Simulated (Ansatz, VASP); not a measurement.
## NaH in VASP and in Ansatz

```
Na H
1.0
     2.93239    0.00000    0.00000
     0.00000    2.93239    0.00000
     0.00000    0.00000    2.76437
Na H
1 1
Direct
  0.00000 0.00000 0.00000
  0.50000 0.50000 0.50000
```

Change from the starting cell: uniaxial_z strain -5.7%.

Alike in both runs: task single point; functional HSE06; k mesh 6 × 6 × 6; no spin polarisation.

|  | VASP | Ansatz |
| --- | --- | --- |
| version | VASP 6.6.1 | Ansatz 0.2.0 |
| potentials or method | VASP PAW PBE potentials, release 64 (Na_pv, H) | plane waves, PAW |
| plane-wave cutoff (eV) | 520 | 420 |
| occupations | gaussian, width 0.01 eV | fixed |
| valence electrons in the cell | 8 | 10 |

|  | VASP | Ansatz | Ansatz less VASP |
| --- | --- | --- | --- |
| gap on the k mesh at the Fermi level (eV) | 1.67 | 1.68 | +0.005 |
| pressure (GPa) | 2.1 | 2.0 | -0.02 |
| traceless stress, the component that is largest in VASP (GPa) | 5.10 | 5.09 | -0.008 |

VASP's potentials hold 8 valence electrons a cell and Ansatz's 10, so a difference there can come from the potentials and not from the codes. Ansatz's warnings: stress exchange threshold loose, stress scf threshold loose.
